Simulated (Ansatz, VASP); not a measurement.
## Two plane-wave programs on AlGa3N4

```xyz
8
Lattice="5.1424 0.0000 0.0001 0.0000 3.1650 0.0000 -0.0036 0.0000 5.4785" Properties=species:S:1:pos:R:3 pbc="T T T"
Al    0.0007    1.5715    3.6561
Ga    2.5654    1.5961    1.8349
Ga    2.5632   -0.1200    4.5557
Ga    5.1410    0.1120    0.9105
N     0.6142    1.6731    1.8632
N     0.6020   -0.0111    4.5273
N     3.1899    0.0108    0.9107
N     3.2436    1.4850    3.6559
```

Change from the starting cell: mode 4 (137.2 1/cm) frozen in, largest displacement -0.120 Å.

Alike in both runs: task single point; functional PBEsol; k mesh 6 × 8 × 6; occupations gaussian, width 0.05 eV; no spin polarisation.

```csv
,VASP,Ansatz
version,VASP 6.6.1,Ansatz 0.2.0
potentials or method,"VASP PAW PBE potentials, release 64 (Al, Ga_d, N), cutoff 520 eV","scalar-relativistic, plane waves, PAW"
valence electrons in the cell,62,62
```

Ansatz gave:

```
gap on the k mesh at the Fermi level (eV)                     : 2.31
least direct gap on the mesh (eV)                             : 2.31
pressure (GPa)                                                : -0.2
traceless stress, the component that is largest in VASP (GPa) : 0.27
rms of the force components (eV/Å)                            : 0.167
```

Q: Estimate VASP's values.

A: gap on the k mesh at the Fermi level (eV): 2.33; least direct gap on the mesh (eV): 2.33; pressure (GPa): -0.4; traceless stress, the component that is largest in VASP (GPa): 0.25; rms of the force components (eV/Å): 0.167.

VASP's potentials were made for PBE, not for PBEsol. Atom by atom the forces differ by 0.004 eV/Å (rms over components).
